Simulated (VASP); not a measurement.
A run of VASP 6.6.1:

File POSCAR:

```
Ge
1.0
    0.0000000000      2.7177076881      2.7177076881
    2.7177076881      0.0000000000      2.7177076881
    2.7177076881      2.7177076881      0.0000000000
Ge
2
Direct
    0.5000000000      0.5000000000      0.5000000000
    0.7500000000      0.7500000000      0.7500000000
```

INCAR.step1

```
  PREC = Accurate
  ENCUT = 520
  ISMEAR = -1
  SIGMA = 0.05
  LREAL = F
  LASPH = T
  NELM = 80
  NBANDS = 21
  GGA = PE
  ALGO = Normal
  EDIFF = 1E-4
  LWAVE = T
  LCHARG = F
```

File INCAR.step2:

```
  PREC = Accurate
  ENCUT = 520
  EDIFF = 1E-6
  ISMEAR = -1
  SIGMA = 0.05
  LREAL = F
  LASPH = T
  NELM = 80
  ALGO = Normal
  ISIF = 2
  LWAVE = F
  LCHARG = F
  METAGGA = R2SCAN
  LMIXTAU = T
  NBANDS = 21
  ISTART = 1
```

File KPOINTS:

```
Automatic mesh
0
Gamma
  9 9 9
```

Potentials or basis: VASP PAW PBE potentials, release 64 (Ge_d).

The run is started by

```console
$ cat potpaw_PBE.64/Ge_d/POTCAR > POTCAR
$ cp INCAR.step1 INCAR
$ mpirun -np 1 vasp_std > vasp.out
$ cp INCAR.step2 INCAR
$ mpirun -np 1 vasp_std > vasp.out
```

Hardware: 1 thread of AMD EPYC 7R43 64-Core Processor (Zen 3) (shared host).

Problem. How long does it take, and how much memory?

Solution. Wall time 2.1 min on 1 thread of AMD EPYC 7R43 64-Core Processor (Zen 3), on a shared host, peak memory 0.14 GiB. Counts: k points 35.
